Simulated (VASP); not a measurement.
Here is a VASP 6.6.1 calculation.

Contents of INCAR:

```
ALGO = Fast ; EDIFF = 1E-6
ENCUT = 520 ; GGA = PE
ISIF = 2 ; ISMEAR = 0
LASPH = True ; LCHARG = False
LREAL = False ; LWAVE = False
NBANDS = 44 ; NELM = 100
PREC = Accurate ; SIGMA = 0.1
```

Contents of KPOINTS:

```
k-points
0
Gamma
  4 4 4
```

File POSCAR:

```
Sc5W
1.0
    0.0000000000      4.0468348152      4.0468348152
    4.0468348152      0.0000000000      4.0468348152
    4.0468348152      4.0468348152      0.0000000000
Sc W
5 1
Direct
    0.2500000000      0.2500000000      0.2500000000
    0.1166967708      0.6277677431      0.6277677431
    0.6277677431      0.6277677431      0.6277677431
    0.6277677431      0.1166967708      0.6277677431
    0.6277677431      0.6277677431      0.1166967708
    0.0000000000      0.0000000000      0.0000000000
```

Potentials or basis: VASP PAW PBE potentials, release 64 (Sc_sv, W_sv).

Run with:

```sh
$ cat potpaw_PBE.64/Sc_sv/POTCAR potpaw_PBE.64/W_sv/POTCAR > POTCAR
$ mpirun -np 1 vasp_std > vasp.out
```

Predict the pressure.

-0.1 GPa.

What does it give for the largest force?

0.024 eV/Å.

Forces in eV/Å, atoms in the order of the input:
```
Sc   0.000  0.000  0.000
Sc  -0.014  0.014  0.014
Sc  -0.014 -0.014 -0.014
Sc   0.014 -0.014  0.014
Sc   0.014  0.014 -0.014
W    0.000  0.000  0.000
```
